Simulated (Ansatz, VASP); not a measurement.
**NiO in VASP and in Ansatz**

```xyz
2
Lattice="0.0000 2.0859 2.0859 2.0859 0.0000 2.0859 2.0859 2.0859 0.0000" Properties=species:S:1:pos:R:3 pbc="T T T"
Ni    0.0000    0.0000    0.0000
O     2.0859    2.0859    2.0859
```

Alike in both runs: functional LDA; k mesh 11 × 11 × 11; occupations fermi-dirac, width 0.05 eV; collinear spin; Hubbard terms Ni d U = 4.0 eV.

```csv
,VASP,Ansatz
version,VASP 6.6.1,Ansatz 0.2.0
potentials or method,"VASP PAW LDA potentials, release 64 (Ni_sv_GW, O)",Ansatz PAW
plane-wave cutoff (eV),700,420
valence electrons in the cell,24,24
task,single point,band structure
```

```csv
,VASP,Ansatz,Ansatz less VASP
gap on the k mesh at the Fermi level (eV),0.80,0.62,-0.178
least direct gap on the mesh (eV),1.66,1.47,-0.195
pressure (GPa),-8.9,-6.5,+2.38
net moment per atom (μB),1.00,1.00,0.000
size of the moment on the site where the two differ most (μB),1.70,1.64,-0.061
```

LDA's correlation is that of Perdew and Zunger in VASP and of Perdew and Wang (1992) in Ansatz. Site moments also hang on the region over which each program counts them. The programs project onto different local orbitals, so the same U acts differently, and such runs can settle in different states.

Noted on Ansatz's run: the magnetic or orbital state may not be the lowest.
